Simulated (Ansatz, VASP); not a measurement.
# Al2Au: VASP beside Ansatz

Contents of INCAR:

```
SYSTEM = Al2Au
PREC = Accurate
ENCUT = 400
EDIFF = 1E-8
ISMEAR = -1
SIGMA = 0.05
LREAL = .FALSE.
LASPH = .TRUE.
NELM = 120
ALGO = Normal
ISIF = 2
LWAVE = .FALSE.
LCHARG = .FALSE.
GGA = PE
LEFG = .TRUE.
NBANDS = 16
GGA_COMPAT = .FALSE.
```

Contents of KPOINTS:

```
Automatic mesh
0
G
  10 10 10
  0 0 0
```

POSCAR

```
Al2Au
1.0
    0.0000000000      3.0000000000      3.0000000000
    3.0000000000      0.0000000000      3.0000000000
    3.0000000000      3.0000000000      0.0000000000
Al Au
2 1
Direct
    0.2500000000      0.2500000000      0.2500000000
    0.7500000000      0.7500000000      0.7500000000
    0.0000000000      0.0000000000      0.0000000000
```

Input for Ansatz:

```yaml
crystal:
  lattice:
    - [0.0, 3.0, 3.0]
    - [3.0, 0.0, 3.0]
    - [3.0, 3.0, 0.0]
  atoms:
    - { symbol: Al, position: [0.25, 0.25, 0.25] }
    - { symbol: Al, position: [0.75, 0.75, 0.75] }
    - { symbol: Au, position: [0.0, 0.0, 0.0] }
kpoints:
  mp_grid: { grid: [10, 10, 10] }
scf:
  occupations: { method: fermi_dirac, width: 0.05 }
hamiltonian:
  xc: pbe
  pseudopotentials: { kind: paw }
output:
  forces: true
  stress: true
  populations: true
  efg:
    quadrupole_moments_barn: { Al: 0.1466, Au: 0.547 }
    contact_densities: true
```

Alike in both runs: task electric field gradients; functional PBE; k mesh 10 × 10 × 10; occupations fermi-dirac, width 0.05 eV; no spin polarisation.

|  | VASP | Ansatz |
| --- | --- | --- |
| version | VASP 6.6.1 | Ansatz 0.2.0 |
| potentials or method | VASP PAW PBE potentials, release 64 (Al, Au) | plane-wave PAW, scalar-relativistic |
| plane-wave cutoff (eV) | 400 | 420 |
| valence electrons in the cell | 17 | 25 |

```csv
,VASP,Ansatz,Ansatz less VASP
pressure (GPa),3.2,3.5,+0.25
```

VASP's potentials hold 17 valence electrons a cell and Ansatz's 25, so a difference there can come from the potentials and not from the codes.

Neither program's run includes spin-orbit coupling.
